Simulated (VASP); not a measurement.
Cr: single point with PBEsol

The system is Cr.

```
Cr
1.0
     2.41110    0.00000    0.00000
    -0.80370    2.27321    0.00000
    -0.80370   -1.13660    1.96865
Cr
1
Cartesian
  0.0000 0.0000 0.0000
```

```json
{"Program": "VASP 6.6.1", "Task": "single point", "Functional": "PBEsol", "Potentials or basis": "VASP PAW PBE potentials, release 64 (Cr_pv)", "Cutoff": "520 eV", "k mesh": "19 × 19 × 19", "Occupations": "fermi-dirac, width 0.1 eV", "Spin": "collinear spin, ferromagnetic start", "Starting moments": "[3.0] μB", "Dipole correction": "no", "Further INCAR settings": "ALGO = Normal; EDIFF = 1e-06; NBANDS = 16"}
```

```
Pressure                                              : 9.4 GPa
Band gap on the k mesh                                : zero (filled and empty bands overlap)
Net moment                                            : 0.00 μB per cell
Valence electrons inside the program's atomic spheres : Cr 11.21
```

Levels at points of the mesh, in eV from the Fermi level:
Spin up:
```
           k point  band 3  band 4  band 5  band 6  band 7  band 8  band 9  band 10
(0.00, 0.00, 0.00)  -42.47   -8.11   -0.99   -0.99   -0.99    1.23    1.23     7.14
```
Spin down:
```tsv
k point	band 2	band 3	band 4	band 5	band 6	band 7	band 8	band 9	band 10	band 11
(0.00, 0.00, 0.00)	-42.47	-42.47	-8.11	-0.99	-0.99	-0.99	1.23	1.23	7.14	22.83
```

Wall time 27 s on 1 thread of Intel(R) Xeon(R) 6975P-C (Granite Rapids), on a shared host, peak memory 0.17 GiB.

Caveat: the cell stands under pressure; an empty level that is flat over the whole mesh can mark a ghost state of the potentials, or a narrow d or f band; the PAW data sets were made with another functional, which shifts forces and pressure a little.
